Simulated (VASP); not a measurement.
# AgPt3 in VASP: a series of runs, part 2 of 2

VASP 6.6.1. The steps go on from the part before.

### Step 4. Electric field gradients, LDA (equal xx and yy strain of +2 %)

INCAR reads:

```
  PREC = Accurate
  ENCUT = 470
  EDIFF = 1E-8
  ISMEAR = -1
  SIGMA = 0.08
  LREAL = F
  LASPH = T
  NELM = 120
  ALGO = Normal
  ISIF = 2
  LWAVE = F
  LCHARG = F
  LEFG = T
  NBANDS = 44
  GGA_COMPAT = F
```

KPOINTS reads:

```
Automatic mesh
0
Gamma
  9 9 9
```

POSCAR reads:

```
AgPt3
1.0
    3.9780000000      0.0000000000      0.0000000000
    0.0000000000      3.9780000000      0.0000000000
    0.0000000000      0.0000000000      3.9000000000
Ag Pt
1 3
Direct
    0.0000000000      0.0000000000      0.0000000000
    0.0000000000      0.5000000000      0.5000000000
    0.5000000000      0.0000000000      0.5000000000
    0.5000000000      0.5000000000      0.0000000000
```

Potentials or basis: VASP PAW LDA potentials, release 64 (Ag_sv_GW, Pt_sv_GW).

On the command line:

```
cat potpaw_LDA.64/Ag_sv_GW/POTCAR potpaw_LDA.64/Pt_sv_GW/POTCAR > POTCAR
mpirun -np 1 vasp_std > vasp.out
```

OUTCAR:

```text
PREC = Accurate
   ENCUT = 470
   EDIFF = 1E-8
   ISMEAR = -1
   LREAL = F
   LASPH = T
   NELM = 120
   ISIF = 2

 ion  position               nearest neighbor table
   1  0.000  0.000  0.000-   2 2.79   3 2.79   2 2.79   3 2.79   2 2.79   2 2.79   3 2.79   3 2.79
                             4 2.81   4 2.81   4 2.81   4 2.81
   2  0.000  0.500  0.500-   1 2.79   4 2.79   1 2.79   4 2.79   1 2.79   1 2.79   4 2.79   4 2.79
                             3 2.81   3 2.81   3 2.81   3 2.81
   3  0.500  0.000  0.500-   1 2.79   4 2.79   1 2.79   4 2.79   4 2.79   4 2.79   1 2.79   1 2.79
                             2 2.81   2 2.81   2 2.81   2 2.81
   4  0.500  0.500  0.000-   2 2.79   3 2.79   2 2.79   3 2.79   3 2.79   3 2.79   2 2.79   2 2.79
                             1 2.81   1 2.81   1 2.81   1 2.81

  LATTYP: Found a simple tetragonal cell.
 ALAT       =     3.9780000000
 C/A-ratio  =     0.9803921569

  Lattice vectors:

 A1 = (   3.9780000000,   0.0000000000,   0.0000000000)
 A2 = (   0.0000000000,   3.9780000000,   0.0000000000)
 A3 = (   0.0000000000,   0.0000000000,   3.9000000000)

Analysis of symmetry for initial positions (statically):
=====================================================================
[... 1336 lines left out ...]
      1.98900      1.98900      0.00000         0.000000      0.000000      0.000000
 -----------------------------------------------------------------------------------
    total drift:                               -0.000000      0.000000      0.000000

  FREE ENERGIE OF THE ION-ELECTRON SYSTEM (eV)
  ---------------------------------------------------
  free  energy   TOTEN  =       -23.5654127958 eV

  energy  without entropy=      -23.4899977575  energy(sigma->0) =      -23.52770528

 Electric field gradients (V/A^2)
---------------------------------------------------------------------
 ion       V_xx      V_yy      V_zz      V_xy      V_xz      V_yz
---------------------------------------------------------------------
   1       0.573     0.573    -1.147    -0.000    -0.000     0.000
   2     -15.227    10.204     5.024     0.000    -0.000    -0.000
   3      10.204   -15.227     5.024    -0.000    -0.000     0.000
   4      10.681    10.681   -21.362     0.000     0.000    -0.000
---------------------------------------------------------------------

 Electric field gradients after diagonalization (V/A^2)
 (convention: |V_zz| > |V_xx| > |V_yy|)
----------------------------------------------------------------------
 ion       V_xx      V_yy      V_zz     asymmetry (V_yy - V_xx)/ V_zz
----------------------------------------------------------------------
   1       0.573     0.573    -1.147       0.000
   2      10.204     5.024   -15.227       0.340
   3      10.204     5.024   -15.227       0.340
   4      10.681    10.681   -21.362       0.000
----------------------------------------------------------------------

           NMR quadrupolar parameters

 Cq : quadrupolar parameter    Cq=e*Q*V_zz/h
 eta: asymmetry parameters     (V_yy - V_xx)/ V_zz
 Q  : nuclear electric quadrupole moment in mb (millibarn)
----------------------------------------------------------------------
 ion       Cq(MHz)       eta       Q (mb)
----------------------------------------------------------------------
   1      -0.003       0.000       1.000
   2      -0.037       0.340       1.000
   3      -0.037       0.340       1.000
   4      -0.052       0.000       1.000
----------------------------------------------------------------------
```

stdout:

```text
POSCAR found type information on POSCAR AgPt
 POSCAR found :  2 types and       4 ions
 scaLAPACK will be used
 LDA part: xc-table for (Slater(with rela. corr.)+CA(PZ))
 , standard interpolation
 POSCAR, INCAR and KPOINTS ok, starting setup
 FFT: planning ... GRIDC
 FFT: planning ... GRID_SOFT
 FFT: planning ... GRID
 WAVECAR not read
 entering main loop
ion   1

ion   2

ion   3

ion   4
```

Run time: 89 s. Hardware: 1 thread of Intel Xeon 6975P-C (Granite Rapids), shared host; peak memory 0.27 GiB.

What came out:

```yaml
Free_energy: -23.5654 eV
Pressure: -10.7 GPa
Band_gap_on_the_k_mesh: zero (an odd number of electrons rules out a gap without spin polarisation)
Largest_electric_field_gradient_by_atom: Ag -1.1; Pt -15.2, -21.4 (each value once) V/Å²
```

Levels at points of the mesh, in eV from the Fermi level:
```tsv
k point	band 34	band 35	band 36	band 37	band 38	band 39	band 40	band 41
(0.00, 0.00, 0.00)	0.29	0.60	0.75	0.75	1.91	1.91	2.29	8.18
```

Electric field gradients, principal values (V/Å²):
```tsv
atom	least	middle	greatest (by size)
1 Ag	0.573	0.573	-1.147
2 Pt	5.024	10.204	-15.227
3 Pt	5.024	10.204	-15.227
4 Pt	10.681	10.681	-21.362
```

Caveat: the cell differs from its parent crystal (equal xx and yy strain of +2 %); the cell stands under tension; without QUAD_EFG the Cq values of the log hold for a quadrupole moment of 1 mb, not for the nuclei; spin-orbit coupling is left out, which moves the levels of the heavy elements.

### Step 5. Electric field gradients, LDA (zz strain of +1 %)

INCAR reads:

```
SYSTEM = AgPt3
ALGO = Normal ; EDIFF = 1E-8
ENCUT = 470 ; GGA_COMPAT = .False.
ISIF = 2 ; ISMEAR = -1
LASPH = .True. ; LCHARG = .False.
LEFG = .True. ; LREAL = .False.
LWAVE = .False. ; NBANDS = 44
NELM = 120 ; PREC = Accurate
SIGMA = 0.08
```

KPOINTS reads:

```
k-points
0
Gamma
  9 9 9
  0 0 0
```

POSCAR reads:

```
AgPt3
1.0
    3.9000000000      0.0000000000      0.0000000000
    0.0000000000      3.9000000000      0.0000000000
    0.0000000000      0.0000000000      3.9390000000
Ag Pt
1 3
Direct
    0.0000000000      0.0000000000      0.0000000000
    0.0000000000      0.5000000000      0.5000000000
    0.5000000000      0.0000000000      0.5000000000
    0.5000000000      0.5000000000      0.0000000000
```

Potentials or basis: VASP PAW LDA potentials, release 64 (Ag_sv_GW, Pt_sv_GW).

On the command line:

```
cat potpaw_LDA.64/Ag_sv_GW/POTCAR potpaw_LDA.64/Pt_sv_GW/POTCAR > POTCAR
mpirun -np 1 vasp_std > vasp.out
```

OUTCAR:

```text
SYSTEM = AgPt3
   EDIFF = 1E-8
   ENCUT = 470
   ISIF = 2
   ISMEAR = -1
   LASPH = .True.
   LREAL = .False.
   NELM = 120
   PREC = Accurate

 ion  position               nearest neighbor table
   1  0.000  0.000  0.000-   4 2.76   4 2.76   4 2.76   4 2.76   3 2.77   2 2.77   3 2.77   2 2.77
                             3 2.77   2 2.77   3 2.77   2 2.77
   2  0.000  0.500  0.500-   3 2.76   3 2.76   3 2.76   3 2.76   4 2.77   1 2.77   1 2.77   1 2.77
                             4 2.77   4 2.77   4 2.77   1 2.77
   3  0.500  0.000  0.500-   2 2.76   2 2.76   2 2.76   2 2.76   4 2.77   1 2.77   4 2.77   4 2.77
                             1 2.77   4 2.77   1 2.77   1 2.77
   4  0.500  0.500  0.000-   1 2.76   1 2.76   1 2.76   1 2.76   3 2.77   2 2.77   3 2.77   3 2.77
                             3 2.77   2 2.77   2 2.77   2 2.77

  LATTYP: Found a simple tetragonal cell.
 ALAT       =     3.9000000000
 C/A-ratio  =     1.0100000000

  Lattice vectors:

 A1 = (   3.9000000000,   0.0000000000,   0.0000000000)
 A2 = (   0.0000000000,   3.9000000000,   0.0000000000)
 A3 = (   0.0000000000,   0.0000000000,   3.9390000000)

Analysis of symmetry for initial positions (statically):
=====================================================================
 Subroutine PRICEL returns:
 Original cell was already a primitive cell.

 Routine SETGRP: Setting up the symmetry group for a
 simple tetragonal supercell.

 Subroutine GETGRP returns: Found 16 space group operations
 (whereof 16 operations were pure point group operations)
 out of a pool of 16 trial point group operations.

The static configuration has the point symmetry D_4h.

Analysis of symmetry for dynamics (positions and initial velocities):
[... 1297 lines left out ...]

 [... further k-points ...]
[... 5 lines left out ...]
  --------------------------------------------------------------------------------------
  -------------------------------------------------------------------------------------
  Total       -1.2340804     -1.2340804     -1.6479475      0.0000000     -0.0000000      0.0000000
  in kB      -33.0018929    -33.0018929    -44.0695640      0.0000000     -0.0000000      0.0000000
  external PRESSURE =     -36.6911166 kB  Pullay stress =       0.0000000 kB

 VOLUME and BASIS-vectors are now :
 -----------------------------------------------------------------------------
  energy-cutoff  :      470.00
  volume of cell :       59.91
      direct lattice vectors                 reciprocal lattice vectors
     3.900000000  0.000000000  0.000000000     0.256410256  0.000000000  0.000000000
     0.000000000  3.900000000  0.000000000     0.000000000  0.256410256  0.000000000
     0.000000000  0.000000000  3.939000000     0.000000000  0.000000000  0.253871541

 POSITION                                       TOTAL-FORCE (eV/Angst)
 -----------------------------------------------------------------------------------
      0.00000      0.00000      0.00000         0.000000      0.000000      0.000000
      0.00000      1.95000      1.96950         0.000000      0.000000      0.000000
      1.95000      0.00000      1.96950         0.000000      0.000000      0.000000
      1.95000      1.95000      0.00000         0.000000      0.000000      0.000000
 -----------------------------------------------------------------------------------
    total drift:                                0.000000      0.000000      0.000000

  FREE ENERGIE OF THE ION-ELECTRON SYSTEM (eV)
  ---------------------------------------------------
  free  energy   TOTEN  =       -23.6024704427 eV

  energy  without entropy=      -23.5306868612  energy(sigma->0) =      -23.56657865

 Electric field gradients (V/A^2)
---------------------------------------------------------------------
 ion       V_xx      V_yy      V_zz      V_xy      V_xz      V_yz
---------------------------------------------------------------------
   1      -0.419    -0.419     0.838    -0.000    -0.000     0.000
   2     -21.055     8.762    12.293     0.000    -0.000     0.000
   3       8.762   -21.055    12.293    -0.000    -0.000     0.000
   4       8.502     8.502   -17.005    -0.000    -0.000     0.000
---------------------------------------------------------------------

 Electric field gradients after diagonalization (V/A^2)
 (convention: |V_zz| > |V_xx| > |V_yy|)
----------------------------------------------------------------------
 ion       V_xx      V_yy      V_zz     asymmetry (V_yy - V_xx)/ V_zz
----------------------------------------------------------------------
   1      -0.419    -0.419     0.838       0.000
   2      12.293     8.762   -21.055       0.168
   3      12.293     8.762   -21.055       0.168
   4       8.502     8.502   -17.005       0.000
----------------------------------------------------------------------

           NMR quadrupolar parameters

 Cq : quadrupolar parameter    Cq=e*Q*V_zz/h
 eta: asymmetry parameters     (V_yy - V_xx)/ V_zz
 Q  : nuclear electric quadrupole moment in mb (millibarn)
----------------------------------------------------------------------
 ion       Cq(MHz)       eta       Q (mb)
----------------------------------------------------------------------
   1       0.002       0.000       1.000
   2      -0.051       0.168       1.000
   3      -0.051       0.168       1.000
   4      -0.041       0.000       1.000
----------------------------------------------------------------------
```

Wall time 3.6 min (1 thread of Intel Xeon Platinum 8259CL at 2.50GHz (Skylake/Cascade Lake), shared host); peak memory 0.27 GiB.

Results:

| Property | Result |
| --- | --- |
| Free energy | -23.6025 eV |
| Pressure | -3.7 GPa |
| Band gap on the k mesh | zero (an odd number of electrons rules out a gap without spin polarisation) |
| Largest electric field gradient by atom | Ag +0.8; Pt -21.1, -17.0 (each value once) V/Å² |

Electric field gradients, principal values (V/Å²):
```tsv
atom	least	middle	greatest (by size)
1 Ag	-0.419	-0.419	0.838
2 Pt	8.762	12.293	-21.055
3 Pt	8.762	12.293	-21.055
4 Pt	8.502	8.502	-17.005
```

Caveat: the cell differs from its parent crystal (zz strain of +1 %); the cell stands under tension; without QUAD_EFG the Cq values of the log hold for a quadrupole moment of 1 mb, not for the nuclei; spin-orbit coupling is left out, which moves the levels of the heavy elements.

### Step 6. Overview

```tsv
cell	gap on the mesh (eV)	pressure (GPa)
a = 3.900 Å, 4 atoms	none	-1.1
a = 3.976 Å, 4 atoms	none	-14.5
a = 3.978, b = 3.978, c = 3.900 Å, 4 atoms	none	-10.7
a = 3.900, b = 3.900, c = 3.939 Å, 4 atoms	none	-3.7
```

Alike in all rows: task electric field gradients; level LDA; potentials or basis VASP PAW LDA potentials, release 64 (Ag_sv_GW, Pt_sv_GW); no spin polarisation; k mesh 9 × 9 × 9; cutoff (eV) 470; smearing fermi-dirac 0.08 eV.

Caveats: spin-orbit coupling is left out, which moves the levels of the heavy elements; the cell stands under tension (at least some runs).

Absolute energies hang on the potentials; compare differences alone.
